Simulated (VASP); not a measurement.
## TiAl: single point with LDA

TiAl:

```xyz
2
Lattice="3.0382 0.0000 0.0000 0.0000 3.3818 0.0000 0.0000 0.0000 3.1241" Properties=species:S:1:pos:R:3 pbc="T T T"
Ti    0.0000    0.0000    0.0000
Al    1.5191    1.6909    1.5620
```

This cell differs from its parent crystal: normal strain along x -0.0275, normal strain along y +0.0825.

```json
{"Program": "VASP 6.6.1", "Task": "single point", "Functional": "LDA", "Potentials or basis": "VASP PAW LDA potentials, release 64 (Ti_sv, Al)", "Cutoff": "520 eV", "k mesh": "14 × 14 × 14", "Occupations": "gaussian, width 0.15 eV", "Spin": "no spin polarisation", "Dipole correction": "no", "Further INCAR settings": "ALGO = Fast; EDIFF = 1e-07; NBANDS = 14"}
```

The pressure is -5.5 GPa and the band gap on the k mesh is zero (an odd number of electrons rules out a gap without spin polarisation).

Stress tensor (GPa, compression positive):
```
-7.56  0.00  0.00
 0.00 -0.87  0.00
 0.00  0.00 -8.10
```

Levels at points of the mesh, in eV from the Fermi level:
```tsv
k point	band 4	band 5	band 6	band 7	band 8	band 9	band 10	band 11	band 12	band 13
(0.00, 0.00, 0.00)	-32.63	-9.14	-1.49	-1.24	1.64	1.81	2.14	2.93	4.96	5.77
(0.50, 0.00, 0.00)	-32.66	-5.46	-4.95	-0.47	-0.38	0.40	1.93	3.57	6.55	8.02
(0.00, 0.50, 0.00)	-32.62	-6.46	-5.17	-0.61	0.35	0.68	2.25	2.35	6.79	9.46
(0.50, 0.50, 0.00)	-32.65	-5.00	-2.30	-1.69	-1.38	0.77	0.99	2.56	4.74	4.86
(0.00, 0.00, 0.50)	-32.61	-5.74	-5.02	-0.50	-0.47	0.70	2.04	3.26	6.44	7.97
(0.50, 0.00, 0.50)	-32.73	-4.53	-1.72	-1.54	-1.22	0.26	0.34	3.09	4.87	5.38
(0.00, 0.50, 0.50)	-32.60	-5.20	-2.36	-1.93	-1.46	1.03	1.17	2.50	4.48	4.68
(0.50, 0.50, 0.50)	-32.81	-2.99	-2.98	-2.97	0.71	2.61	2.84	3.13	3.17	3.30
```

It took 4.2 min on 1 thread of Intel(R) Xeon(R) Platinum 8375C CPU @ 2.90GHz (Ice Lake), with other jobs on the host, peak memory 0.33 GiB.

Caveat: the cell differs from its parent crystal (normal strain along x -0.0275, normal strain along y +0.0825); the stress differs along the axes, from -8 to -1 GPa.
